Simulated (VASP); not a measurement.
Input of a VASP 6.6.1 run:

Contents of INCAR:

```
SYSTEM = BeS
  PREC = Accurate
  ENCUT = 520
  EDIFF = 1E-6
  ISMEAR = -1
  SIGMA = 0.02
  LREAL = .False.
  LASPH = .True.
  NELM = 100
  ALGO = Normal
  ISIF = 2
  LWAVE = .False.
  LCHARG = .False.
  GGA = PS
  NBANDS = 11
```

KPOINTS

```
Automatic mesh
0
Gamma
  6 6 6
  0 0 0
```

Contents of POSCAR:

```
BeS
1.0
    2.9413850405      0.0000000000      0.0000000000
    0.0000000000      2.9413850405      0.0000000000
    0.0000000000      0.0000000000      2.9413850405
Be S
1 1
Direct
    0.0000000000      0.0000000000      0.0000000000
    0.5000000000      0.5000000000      0.5000000000
```

Potentials or basis: VASP PAW PBE potentials, release 64 (Be, S).

Launch:

```sh
$ cat potpaw_PBE.64/Be/POTCAR potpaw_PBE.64/S/POTCAR > POTCAR
$ mpirun -np 1 vasp_std > vasp.out
```

(1) Predict the band gap on the k mesh.

(2) What does it give for the pressure?

Results:

(1) zero (band 4 reaches 7.74 eV, above the bottom of band 5 at 6.51 eV).

(2) -4.9 GPa.

Caveat: the PAW data sets were made with another functional, which shifts forces and pressure a little.
